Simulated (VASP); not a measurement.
Input of a VASP 6.6.1 run:

Contents of POSCAR:

```
BaSb2H2
1.0
    2.4566930000      4.2551140000      0.0000000000
   -2.4566930000      4.2551140000      0.0000000000
    0.0000000000      0.0000000000      5.3153670000
H Ba Sb
2 1 2
Direct
    0.3333000000      0.3334000000      0.1232000000
    0.6667000000      0.6666000000      0.8768000000
    0.0000000000      0.0000000000      0.0000000000
    0.3333000000      0.3334000000      0.4680000000
    0.6667000000      0.6666000000      0.5320000000
```

File INCAR.step1:

```
  PREC = Accurate
  ENCUT = 400
  EDIFF = 1E-5
  ISMEAR = 1
  SIGMA = 0.013
  LREAL = False
  LASPH = True
  NELM = 120
  ALGO = Normal
  ISIF = 2
  LWAVE = True
  LCHARG = False
  NBANDS = 29
  GGA = PE
  GGA_COMPAT = False
```

The input INCAR.step2:

```
  PREC = Accurate
  ENCUT = 400
  EDIFF = 1E-6
  ISMEAR = 1
  SIGMA = 0.013
  LREAL = False
  LASPH = True
  NELM = 120
  ALGO = Normal
  ISIF = 2
  LWAVE = False
  LCHARG = False
  GGA = PE
  LHFCALC = True
  HFSCREEN = 0.2079
  PRECFOCK = Normal
  NBANDS = 29
  ISTART = 1
  GGA_COMPAT = False
```

KPOINTS

```
Automatic mesh
0
Gamma
  3 3 2
```

Potentials or basis: VASP PAW PBE potentials, release 64 (H, Ba_sv, Sb_d_GW).

The run is started by

```bash
$ cat potpaw_PBE.64/H/POTCAR potpaw_PBE.64/Ba_sv/POTCAR potpaw_PBE.64/Sb_d_GW/POTCAR > POTCAR
$ cp INCAR.step1 INCAR
$ mpirun -np 1 vasp_std > vasp.out
$ cp INCAR.step2 INCAR
$ mpirun -np 1 vasp_std > vasp.out
```

(1) What does it give for the largest force?

(2) Estimate the band gap on the k mesh.

(3) What does it give for the pressure?

Results:

(1) 1.604 eV/Å.

(2) zero (bands 21 and 22 overlap by 2.61 eV).

(3) 4.4 GPa.

Caveat: the k points lie up to 0.59 Å⁻¹ apart, too coarse for converged energies and pressures of a metal; the PAW data sets were made with another functional, which shifts forces and pressure a little; spin-orbit coupling is left out, which moves the levels of the heavy elements.
